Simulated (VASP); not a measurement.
Input of a VASP 6.6.1 run:

The input INCAR:

```
  ALGO = Normal
  EDIFF = 1E-6
  ENCUT = 600
  GGA = PE
  GGA_COMPAT = F
  ISIF = 2
  ISMEAR = 0
  LASPH = T
  LCHARG = F
  LREAL = F
  LWAVE = F
  NBANDS = 16
  NELM = 120
  PREC = Accurate
  SIGMA = 0.2
```

File KPOINTS:

```
k-points
0
Gamma
  8 8 8
```

Contents of POSCAR:

```
AgC2
1.0
   -1.2564277972      1.2564277972      4.8942674023
    1.2564277972     -1.2564277972      4.8942674023
    1.2564277972      1.2564277972     -4.8942674023
Ag C
1 2
Direct
    0.0000000000      0.0000000000      0.0000000000
    0.2397627604      0.2397627604      0.0000000000
    0.7602372396      0.7602372396      0.0000000000
```

Potentials or basis: VASP PAW PBE potentials, release 64 (Ag, C).

Command:

```bash
$ cat potpaw_PBE.64/Ag/POTCAR potpaw_PBE.64/C/POTCAR > POTCAR
$ mpirun -np 1 vasp_std > vasp.out
```

Problem. Predict the pressure.

Solution. -0.4 GPa.

Problem. Predict the band gap on the k mesh.

Solution. Zero (an odd number of electrons rules out a gap without spin polarisation).

Stress tensor (GPa, compression positive):
```
-0.67  0.00  0.00
 0.00 -0.67  0.00
 0.00  0.00  0.07
```
